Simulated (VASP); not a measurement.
Set up this calculation in VASP 6.6.1, as the native input.

```
Task                   : single point
Functional             : PBE
Potentials or basis    : VASP PAW PBE potentials, release 64 (Be, Te)
Cutoff                 : 600 eV
k mesh                 : 4 × 4 × 4
Occupations            : gaussian, width 0.2 eV
Spin                   : no spin polarisation
Dipole correction      : no
Further INCAR settings : ALGO = Normal; EDIFF = 1e-06; NBANDS = 20
```

The structure of Be7Te lies in POSCAR:

```
Be7Te
1.0
    5.6546146207      0.0000000000      0.0000000000
   -2.8273073103      4.8970399101      0.0000000000
    0.0000000000      0.0000000000      3.6860680131
Be Te
7 1
Direct
    0.7056504650      0.1424433509      0.0000000000
    0.8575566491      0.5632071141      0.0000000000
    0.4367928859      0.2943495350      0.0000000000
    0.6666666667      0.3333333333      0.5000000000
    0.5694289023      0.7058599951      0.0000000000
    0.2941400049      0.8635689072      0.0000000000
    0.1364310928      0.4305710977      0.0000000000
    0.0000000000      0.0000000000      0.5000000000
```

The cell was built from a structure type or drawn by symmetry, and may not be a known phase.

These files were run (other wordings do the same):

INCAR

```
  ALGO = Normal
  EDIFF = 1E-6
  ENCUT = 600
  GGA = PE
  GGA_COMPAT = F
  ISIF = 2
  ISMEAR = 0
  LASPH = T
  LCHARG = F
  LREAL = F
  LWAVE = F
  NBANDS = 20
  NELM = 120
  PREC = Accurate
  SIGMA = 0.2
```

KPOINTS

```
k-points
0
Gamma
  4 4 4
```

Potentials or basis: VASP PAW PBE potentials, release 64 (Be, Te).

The run is started by

```sh
$ cat potpaw_PBE.64/Be/POTCAR potpaw_PBE.64/Te/POTCAR > POTCAR
$ mpirun -np 1 vasp_std > vasp.out
```

It gave:

```
Pressure               : 0.1 GPa
Largest force          : 0.017 eV/Å
Band gap on the k mesh : zero (bands 10 and 11 overlap by 2.79 eV)
```

Caveat: the k points lie up to 0.43 Å⁻¹ apart, too coarse for converged energies and pressures of a metal; spin-orbit coupling is left out, which moves the levels of the heavy elements.

Wall time 19 s on 1 thread of Intel(R) Xeon(R) 6975P-C (Granite Rapids) (shared host), peak memory 0.24 GiB.
